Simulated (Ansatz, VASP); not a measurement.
## Cd in VASP and in Ansatz

The input INCAR:

```
SYSTEM = Cd
ALGO = Normal
EDIFF = 1E-6
ENCUT = 520
GGA = PE
ISIF = 2
ISMEAR = -1
LASPH = .True.
LCHARG = .False.
LREAL = .False.
LWAVE = .False.
NBANDS = 12
NELM = 100
PREC = Accurate
SIGMA = 0.1
```

Contents of KPOINTS:

```
k-points
0
Gamma
  14 14 14
  0 0 0
```

The input POSCAR:

```
Cd
1.0
   -1.7764484428      1.7764484428      1.7764484428
    1.7764484428     -1.7764484428      1.7764484428
    1.7764484428      1.7764484428     -1.7764484428
Cd
1
Direct
    0.0000000000      0.0000000000      0.0000000000
```

Input for Ansatz:

```yaml
crystal:
  lattice:
    - [-1.7764484428, 1.7764484428, 1.7764484428]
    - [1.7764484428, -1.7764484428, 1.7764484428]
    - [1.7764484428, 1.7764484428, -1.7764484428]
  atoms:
    - { symbol: Cd, position: [0.0, 0.0, 0.0] }
hamiltonian:
  xc: pbe
  pseudopotentials:
    kind: paw
    azcp:
      Cd: "pseudopotentials/Cd.paw.azcp"
basis:
  ecutwfc: 420
  fft_grid_basis: typed
kpoints:
  mp_grid: { grid: [14, 14, 14], shift: [0, 0, 0] }
magnetization:
  spin_polarized: false
scf:
  occupations: { method: fermi_dirac, width: 0.1 }
  lower_state_search: "off"
output:
  stress: true
```

Alike in both runs: task single point; functional PBE; k mesh 14 × 14 × 14; occupations fermi-dirac, width 0.1 eV; no spin polarisation.

|  | VASP | Ansatz |
| --- | --- | --- |
| version | VASP 6.6.1 | Ansatz 0.2.0 |
| potentials or method | VASP PAW PBE potentials, release 64 (Cd), cutoff 520 eV | plane waves (420 eV) with PAW, scalar-relativistic |
| valence electrons in the cell | 12 | 20 |

```tsv
	VASP	Ansatz	Ansatz less VASP
pressure (GPa)	2.0	1.8	-0.25
```

With one functional, cell and mesh, what is left measures potentials, basis and numerics. VASP's potentials hold 12 valence electrons a cell and Ansatz's 20, so a difference there can come from the potentials and not from the codes.
